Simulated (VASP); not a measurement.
Here is a VASP 6.6.1 calculation.

INCAR

```
SYSTEM = Ge
PREC = Accurate
ENCUT = 520
EDIFF = 1E-7
ISMEAR = -1
SIGMA = 0.1
LREAL = .False.
LASPH = .True.
NELM = 60
ALGO = Normal
ISIF = 2
LWAVE = .False.
LCHARG = .False.
NBANDS = 21
```

Contents of KPOINTS:

```
Automatic mesh
0
Gamma
  14 14 8
  0 0 0
```

Contents of POSCAR:

```
Ge
1.0
    2.9067871308      0.0000000000      0.0000000000
   -1.4533935654      2.5173514987      0.0000000000
    0.0000000000      0.0000000000      4.5127528488
Ge
2
Direct
    0.3333333333      0.6666666667      0.2500000000
    0.6666666667      0.3333333333      0.7500000000
```

Potentials or basis: VASP PAW LDA potentials, release 64 (Ge_d).

The run is started by

```console
$ cat potpaw_LDA.64/Ge_d/POTCAR > POTCAR
$ mpirun -np 1 vasp_std > vasp.out
```

Predict the pressure.

8.1 GPa.

Predict the band gap on the k mesh.

zero (bands 14 and 15 overlap by 10.40 eV).

Stress tensor (GPa, compression positive):
```
7.10 0.00 0.00
0.00 7.10 0.00
0.00 0.00 9.95
```

Caveat: the cell stands under pressure.
